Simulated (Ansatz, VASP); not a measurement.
One calculation of MnS, two programs

INCAR

```
SYSTEM = MnS
PREC     = Accurate       ! precision mode
ENCUT    = 520            ! plane-wave cutoff, eV
EDIFF    = 1E-6           ! SCF threshold, eV
ISMEAR   = -1             ! smearing method
SIGMA    = 0.05           ! smearing width, eV
LREAL    = .False.        ! projectors in reciprocal space
LASPH    = .True.         ! aspherical terms in the spheres
NELM     = 150            ! most SCF steps
ALGO     = Normal         ! electronic algorithm
ISIF     = 2              ! what is computed and relaxed
LWAVE    = .False.        ! write WAVECAR
LCHARG   = .False.        ! write CHGCAR
ISPIN    = 2              ! spin polarisation
MAGMOM   = 4 0            ! initial moments
LORBIT   = 11             ! projections on sites
LMAXMIX  = 4              ! l up to which the mixer works
LDAU     = .True.         ! DFT+U
LDAUTYPE = 2            
LDAUL    = 2 -1           ! shell
LDAUU    = 4.5 0          ! U, eV
LDAUJ    = 0 0          
LDAUPRINT= 1            
GGA      = CA             ! functional
NBANDS   = 20             ! bands
```

File KPOINTS:

```
regular mesh
0
Gamma
  9 9 9
  0 0 0
```

File POSCAR:

```
MnS
1.0
    0.0000000000      2.4734634191      2.4734634191
    2.4734634191      0.0000000000      2.4734634191
    2.4734634191      2.4734634191      0.0000000000
Mn S
1 1
Direct
    0.0000000000      0.0000000000      0.0000000000
    0.7500000000      0.7500000000      0.7500000000
```

input.yaml

```yaml
crystal:
  lattice:
    - [0.0, 2.4734634191, 2.4734634191]
    - [2.4734634191, 0.0, 2.4734634191]
    - [2.4734634191, 2.4734634191, 0.0]
  atoms:
    - { symbol: Mn, position: [0.0, 0.0, 0.0], spin: 4.0 }
    - { symbol: S, position: [0.75, 0.75, 0.75] }
hamiltonian:
  xc: lda
  pseudopotentials: { kind: paw }
  hubbard: { sites: [{ species: Mn, l: d, u_eff: 4.5 }] }
magnetization:
  spin_polarized: true
kpoints:
  mp_grid: { grid: [9, 9, 9] }
  band_path:
    path:
      - [[0.0, 0.0, 0.0], [0.5, 0.0, 0.5], [0.5, 0.25, 0.75], [0.375, 0.375, 0.75], [0.0, 0.0, 0.0], [0.5, 0.5, 0.5], [0.625, 0.25, 0.625], [0.5, 0.25, 0.75], [0.5, 0.5, 0.5], [0.375, 0.375, 0.75]]
      - [[0.625, 0.25, 0.625], [0.5, 0.0, 0.5]]
    npoints: 14
scf:
  occupations: { method: fermi_dirac, width: 0.05 }
  n_extra_bands: 6
output:
  forces: true
  stress: true
  eigenvalues: true
  fatbands: true
```

Alike in both runs: functional LDA; k mesh 9 × 9 × 9; occupations fermi-dirac, width 0.05 eV; collinear spin; Hubbard terms Mn d U = 4.5 eV.

|  | VASP | Ansatz |
| --- | --- | --- |
| version | VASP 6.6.1 | Ansatz 0.2.0 |
| potentials or method | VASP PAW LDA potentials, release 64 (Mn_pv, S) | Ansatz PAW |
| plane-wave cutoff (eV) | 520 | 420 |
| valence electrons in the cell | 19 | 21 |
| task | single point | band structure |

```csv
,VASP,Ansatz,Ansatz less VASP
gap on the k mesh at the Fermi level (eV),none,none,-
net moment per atom (μB),2.16,2.27,+0.111
size of the moment on the site where the two differ most (μB),4.02,3.71,-0.317
```

The net moments are unlike, so the other rows may belong to different states. LDA's correlation is that of Perdew and Zunger in VASP and of Perdew and Wang (1992) in Ansatz. Site moments also hang on the region over which each program counts them. The programs project onto different local orbitals, so the same U acts differently, and such runs can settle in different states. A gap of «none» marks a metal or a gap that the smearing closes. VASP's potentials hold 19 valence electrons a cell and Ansatz's 21, so a difference there can come from the potentials and not from the codes.

Noted on Ansatz's run: the magnetic or orbital state may not be the lowest.
